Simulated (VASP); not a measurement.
# Au (I4/mmm) in VASP: single point with PBEsol

Aim: the single point of Au with PBEsol.

All numbers are computed with VASP 6.6.1; they aren't measurements. Logs are shortened: lines on timing, memory, paths and dates and some standing lists are left out, and cuts for length are marked.

## (1) The cell of the first run

The structure is tetragonal, space group I4/mmm (No. 139). Conventional cell: a = 3.360 Å, b = 3.360 Å, c = 3.226 Å, α = 90.00°, β = 90.00°, γ = 90.00°. Au (site symmetry 4/mmm) has 14 Au at 2.87 to 3.36 Å within 3.8 Å.

## (2) Single point, PBEsol

File INCAR:

```
SYSTEM = Au
ALGO = Fast
EDIFF = 1E-6
ENCUT = 520
GGA = PS
ISIF = 2
ISMEAR = 0
LASPH = .TRUE.
LCHARG = .TRUE.
LELF = .TRUE.
LREAL = .FALSE.
LVHAR = .TRUE.
LWAVE = .FALSE.
NBANDS = 12
NELM = 60
PREC = Accurate
SIGMA = 0.15
```

File KPOINTS:

```
k-points
0
G
  22 22 22
  0 0 0
```

File POSCAR:

```
Au
1.0
   -1.6799741365      1.6799741365      1.6127751710
    1.6799741365     -1.6799741365      1.6127751710
    1.6799741365      1.6799741365     -1.6127751710
Au
1
Direct
    0.0000000000      0.0000000000      0.0000000000
```

Potentials or basis: VASP PAW PBE potentials, release 64 (Au).

On the command line:

```console
$ cat potpaw_PBE.64/Au/POTCAR > POTCAR
$ mpirun -np 1 vasp_std > vasp.out
```

OUTCAR:

```text
SYSTEM = Au
   EDIFF = 1E-6
   ENCUT = 520
   GGA = PS
   ISIF = 2
   ISMEAR = 0
   LASPH = .TRUE.
   LREAL = .FALSE.
   NELM = 60
   PREC = Accurate

 ion  position               nearest neighbor table
   1  0.000  0.000  0.000-

  LATTYP: Found a body centered tetragonal cell.
 ALAT       =     3.3599482730
 C/A-ratio  =     0.9600000000

  Lattice vectors:

 A1 = (  -1.6799741365,   1.6799741365,   1.6127751710)
 A2 = (   1.6799741365,  -1.6799741365,   1.6127751710)
 A3 = (   1.6799741365,   1.6799741365,  -1.6127751710)

Analysis of symmetry for initial positions (statically):
=====================================================================
 Subroutine PRICEL returns:
 Original cell was already a primitive cell.

 Routine SETGRP: Setting up the symmetry group for a
 body centered tetragonal supercell.

 Subroutine GETGRP returns: Found 16 space group operations
 (whereof 16 operations were pure point group operations)
 out of a pool of 16 trial point group operations.

The static configuration has the point symmetry D_4h.

Analysis of symmetry for dynamics (positions and initial velocities):
=====================================================================
 Subroutine PRICEL returns:
 Original cell was already a primitive cell.

 Routine SETGRP: Setting up the symmetry group for a
 body centered tetragonal supercell.

 Subroutine GETGRP returns: Found 16 space group operations
 (whereof 16 operations were pure point group operations)
 out of a pool of 16 trial point group operations.

The dynamic configuration has the point symmetry D_4h.

 Subroutine INISYM returns: Found 16 space group operations
 (whereof 16 operations are pure point group operations),
 and found     1 'primitive' translations

----------------------------------------------------------------------------------------

                                     Primitive cell

  volume of cell :      18.2070

  direct lattice vectors                    reciprocal lattice vectors
    -1.679974137  1.679974137  1.612775171     0.000000000  0.297623630  0.310024614
     1.679974137 -1.679974137  1.612775171     0.297623630  0.000000000  0.310024614
     1.679974137  1.679974137 -1.612775171     0.297623630  0.297623630  0.000000000

  length of vectors
     2.871527460  2.871527460  2.871527460     0.429761662  0.429761662  0.420903373

  position of ions in fractional coordinates (direct lattice)
     0.000000000  0.000000000  0.000000000

  ion indices of the primitive-cell ions
   primitive index   ion index
                 1           1

----------------------------------------------------------------------------------------

 KPOINTS: k-points

Automatic generation of k-mesh.
 Grid dimensions read from file:
 generate k-points for:   22   22   22

 Generating k-lattice:

  Cartesian coordinates                     Fractional coordinates (reciprocal lattice)
     0.000000000  0.013528347  0.014092028     0.045454545  0.000000000  0.000000000
     0.013528347  0.000000000  0.014092028     0.000000000  0.045454545  0.000000000
     0.013528347  0.013528347  0.000000000     0.000000000  0.000000000  0.045454545

  Length of vectors
     0.019534621  0.019534621  0.019131972

  Shift w.r.t. Gamma in fractional coordinates (k-lattice)
     0.000000000  0.000000000  0.000000000

 Subroutine IBZKPT returns following result:
 ===========================================

 Found    834 irreducible k-points:

 Following reciprocal coordinates:
            Coordinates               Weight
  0.000000  0.000000  0.000000      1.000000
  0.045455  0.000000 -0.000000      8.000000
  0.090909  0.000000 -0.000000      8.000000
  0.136364  0.000000 -0.000000      8.000000
  0.181818  0.000000  0.000000      8.000000
  0.227273  0.000000 -0.000000      8.000000
[... 16 lines left out ...]
  0.500000  0.045455  0.000000     16.000000
 -0.454545  0.045455  0.000000     16.000000
 [... further k-points ...]
   k-points           NKPTS =    834   k-points in BZ     NKDIM =    834   number of bands    NBANDS=     12
   number of dos      NEDOS =    301   number of ions     NIONS =      1
   total plane-waves  NPLWV =  13824
   dimension x,y,z NGX =    24 NGY =   24 NGZ =   24
   dimension x,y,z NGXF=    48 NGYF=   48 NGZF=   48
   ions per type =               1
   NGX,Y,Z   is equivalent  to a cutoff of  13.89, 13.89, 13.89 a.u.
   NGXF,Y,Z  is equivalent  to a cutoff of  27.79, 27.79, 27.79 a.u.
 SYSTEM =  Au
   PREC   = accura    normal or accurate (medium, high low for compatibility)
   ISTART =      0    job   : 0-new  1-cont  2-samecut
   ICHARG =      2    charge: 1-file 2-atom 10-const
   ISPIN  =      1    spin polarized calculation?
   LNONCOLLINEAR =      F non collinear calculations
   LSORBIT =      F    spin-orbit coupling
   LASPH  =      T    aspherical Exc in radial PAW
   ENCUT  =  520.0 eV  38.22 Ry    6.18 a.u.   5.34  5.34  5.34*2*pi/ulx,y,z
   NELM   =     60;   NELMIN=  2; NELMDL= -5     # of ELM steps
   EDIFF  = 0.1E-05   stopping-criterion for ELM
   LREAL  =      F    real-space projection
   EDIFFG = 0.1E-04   stopping-criterion for IOM
   NSW    =      0    number of steps for IOM
   IBRION =     -1    ionic relax: 0-MD 1-quasi-New 2-CG
   NFREE  =      0    steps in history (QN), initial steepest desc. (CG)
   ISIF   =      2    stress and relaxation
   ISYM   =      2    0-nonsym 1-usesym 2-fastsym
   POTIM  = 0.5000    time-step for ionic-motion
   TEBEG  =    0.0;   TEEND  =   0.0 temperature during run
   PSTRESS=    0.0 pullay stress
   NELECT =      11.0000    total number of electrons
   NUPDOWN=      -1.0000    fix difference up-down
   EMIN   =  10.00;   EMAX   =-10.00  energy-range for DOS
   EFERMI =   0.00;   METHOD = LEGACY
   ISMEAR =     0;   SIGMA  =   0.15  broadening in eV -4-tet -1-fermi 0-gaus
   EFERMI_NEDOS =   21; number of points for ismear=-14 and -15
   IALGO  =     68    algorithm
   IMIX   =      4    mixing-type and parameters
     AMIX     =   0.40;   BMIX     =  1.00
     AMIX_MAG =   1.60;   BMIX_MAG =  1.00
  volume/ion in A,a.u.               =      18.21       122.87
  Fermi-wavevector in a.u.,A,eV,Ry     =   1.383968  2.615320 26.060157  1.915367
  Thomas-Fermi vector in A             =   2.508516
   LORBIT       =      0    0 simple, 1 ext, 2 COOP (PROOUT), +10 PAW based schemes
   GGA     = PS    functional components
   LHFCALC =     F    Hartree Fock is set to
   AEXX    =    0.0000 exact exchange contribution
   IVDW    =     0    specifies the selected vdW correction
   LEPSILON=     F    determine dielectric tensor
   LRPA    =     F    only Hartree local field effects (RPA)
 non-spin polarized calculation
 RMM-DIIS sequential band-by-band and
 Gauss-broadening in eV      SIGMA  =   0.15
  energy-cutoff  :      520.00
  volume of cell :       18.21
 maximum number of plane-waves:       505
 NGX is ok and might be reduce to    24
   NGX = 11   NGY = 11   NGZ = 11

 number of electron      11.0000000 magnetization

 Free energy of the ion-electron system (eV)
  ---------------------------------------------------
  ext. energy  EPLUGINS =         0.00000000
  ---------------------------------------------------
  free energy    TOTEN  =        -3.86793113 eV

  energy without entropy =       -3.86468888  energy(sigma->0) =       -3.86631001

 E-fermi :   8.2410     XC(G=0): -12.4982

 val. band max:        8.2367970332   @ k =  -0.2727   0.4091   0.2273
 cond. band min:       8.2412793195   @ k =  -0.1364  -0.4091   0.0909
 fundamental gap:      0.0044822863
 Fermi energy:         8.2409982142

 k-point     1 :       0.0000    0.0000    0.0000
  band No.  band energies     occupation
      1      -1.0152      2.00000
      2       3.5486      2.00000
      3       3.7978      2.00000
      4       3.7978      2.00000
      5       5.2993      2.00000
      6       5.5943      2.00000
      7      24.4442      0.00000
      8      24.4442      0.00000
      9      25.1784      0.00000
     10      30.9531      0.00000
     11      30.9532      0.00000
     12      32.4265      0.00000

 k-point     2 :       0.0455    0.0000   -0.0000
  band No.  band energies     occupation
      1      -0.9419      2.00000
      2       3.5593      2.00000
      3       3.7982      2.00000
      4       3.8134      2.00000
      5       5.2982      2.00000
      6       5.5728      2.00000
      7      24.4610      0.00000
      8      24.5337      0.00000
      9      25.1483      0.00000
     10      30.1347      0.00000
     11      30.6938      0.00000
     12      31.0734      0.00000

 k-point     3 :       0.0909    0.0000   -0.0000
  band No.  band energies     occupation
      1      -0.7253      2.00000
      2       3.5432      2.00000
      3       3.7974      2.00000
      4       3.9089      2.00000
      5       5.2926      2.00000
      6       5.5212      2.00000
      7      24.4517      0.00000
      8      24.7963      0.00000
      9      24.9778      0.00000
     10      28.9421      0.00000
     11      29.7284      0.00000
     12      29.9742      0.00000
[... 286 lines left out ...]
 k-point    23 :       0.5000    0.0455    0.0000
  band No.  band energies     occupation
      1       1.5928      2.00000
      2       2.6617      2.00000
      3       5.3564      2.00000
      4       5.6555      2.00000
      5       6.5944      2.00000
      6       8.0579      1.91573
      7      11.7040      0.00000
      8      20.2843      0.00000
      9      21.1728      0.00000
     10      28.8437      0.00000
     11      29.3913      0.00000
     12      31.0550      0.00000

 k-point    24 :      -0.4545    0.0455    0.0000
  band No.  band energies     occupation
      1       1.6047      2.00000
      2       2.6996      2.00000
      3       5.3515      2.00000
      4       5.5709      2.00000
      5       6.3130      2.00000
      6       7.3143      2.00000
      7      12.8780      0.00000
      8      20.4727      0.00000
      9      21.4991      0.00000
     10      28.7002      0.00000
     11      29.1926      0.00000
     12      31.3788      0.00000

 [... further k-points ...]

------------------------ aborting loop because EDIFF is reached ----------------------------------------

  FORCE on cell =-STRESS in cart. coord.  units (eV):
  Direction    XX          YY          ZZ          XY          YZ          ZX
  --------------------------------------------------------------------------------------
  -------------------------------------------------------------------------------------
  Total       -1.0665924     -1.0665924     -1.1159638      0.0000000      0.0000000      0.0000000
  in kB      -93.8577293    -93.8577293    -98.2022998      0.0000000      0.0000000      0.0000000
  external PRESSURE =     -95.3059195 kB  Pullay stress =       0.0000000 kB

 VOLUME and BASIS-vectors are now :
 -----------------------------------------------------------------------------
  energy-cutoff  :      520.00
  volume of cell :       18.21
      direct lattice vectors                 reciprocal lattice vectors
    -1.679974137  1.679974137  1.612775171     0.000000000  0.297623630  0.310024614
     1.679974137 -1.679974137  1.612775171     0.297623630  0.000000000  0.310024614
     1.679974137  1.679974137 -1.612775171     0.297623630  0.297623630  0.000000000

 POSITION                                       TOTAL-FORCE (eV/Angst)
 -----------------------------------------------------------------------------------
      0.00000      0.00000      0.00000         0.000000     -0.000000     -0.000000
 -----------------------------------------------------------------------------------
    total drift:                                0.000000      0.000000     -0.000000

  FREE ENERGIE OF THE ION-ELECTRON SYSTEM (eV)
  ---------------------------------------------------
  free  energy   TOTEN  =        -3.8679311277 eV

  energy  without entropy=       -3.8646888848  energy(sigma->0) =       -3.86631001
```

Run time: 1.9 min. Hardware: 1 thread of Intel Xeon 8259CL, shared host; peak memory 0.29 GiB.

Results:

```yaml
Free_energy: -3.8679 eV
Pressure: -9.5 GPa
Band_gap_on_the_k_mesh: zero (an odd number of electrons rules out a gap without spin polarisation)
```

Stress tensor (GPa, compression positive):
```
-9.39  0.00  0.00
 0.00 -9.39  0.00
 0.00  0.00 -9.82
```

Caveat: the cell stands under tension; the PAW data sets were made with another functional, which shifts forces and pressure a little; spin-orbit coupling is left out, which moves the levels of the heavy elements.
